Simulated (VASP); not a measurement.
HoO3:

```
Ho O
1.0
     3.40963    0.00000    0.00000
     0.00000    3.40963    0.00000
     0.00000    0.00000    4.22304
Ho O
1 3
Direct
  0.00000 0.00000 0.50000
  0.50000 0.50000 0.00000
  0.00000 0.00000 0.00000
  0.50000 0.50000 0.50000
```

The cell was generated, and may not be a known phase.

* Program: VASP 6.6.1
* Task: relaxation of cell and atoms
* Functional: PBE
* Potentials or basis: VASP PAW PBE potentials, release 64 (Ho_3, O), 4f in core
* Cutoff: 600 eV
* k mesh: 14 × 14 × 12
* Occupations: gaussian, width 0.1 eV
* Spin: no spin polarisation

At the start: pressure 1.3 GPa; volume 12.27 Å³/atom.

Task: Where does the relaxation end?

Result: Over 7 steps the energy falls by 28.1 meV/atom and the volume is 12.07 Å³/atom (-1.7 %); space group P4/mmm (No. 123, to 0.1 Å) before and after.

Step by step:
| step | energy change (eV) | largest force (eV/Å) | pressure (GPa) | volume (Å³) |
| --- | --- | --- | --- | --- |
| 1 | 0.0000 | 0.0000 | 1.28 | 49.10 |
| 2 | -0.0931 | 0.0000 | -4.13 | 49.73 |
| 3 | -0.0964 | 0.0000 | -3.60 | 49.64 |
| 4 | -0.0968 | 0.0000 | -3.39 | 49.61 |
| 5 | -0.1118 | 0.0000 | 0.87 | 47.95 |
| 6 | -0.1126 | 0.0000 | 0.08 | 48.24 |
| 7 | -0.1126 | 0.0000 | -0.02 | 48.27 |

Final structure:
```cif
data_structure
_symmetry_space_group_name_H-M 'P 1'
_symmetry_Int_Tables_number 1
_cell_length_a 3.3202
_cell_length_b 3.3202
_cell_length_c 4.3786
_cell_angle_alpha 90.000
_cell_angle_beta 90.000
_cell_angle_gamma 90.000
_cell_volume 48.27
loop_
_atom_site_label
_atom_site_type_symbol
_atom_site_fract_x
_atom_site_fract_y
_atom_site_fract_z
_atom_site_occupancy
Ho1 Ho 0.00000 0.00000 0.50000 1
O1 O 0.50000 0.50000 0.00000 1
O2 O 0.00000 0.00000 0.00000 1
O3 O 0.50000 0.50000 0.50000 1
```

Caveat: an odd number of electrons without spin polarisation forces a metal; a magnetic or distorted state may lie lower; the run has no spin polarisation, though such a crystal can be magnetic.
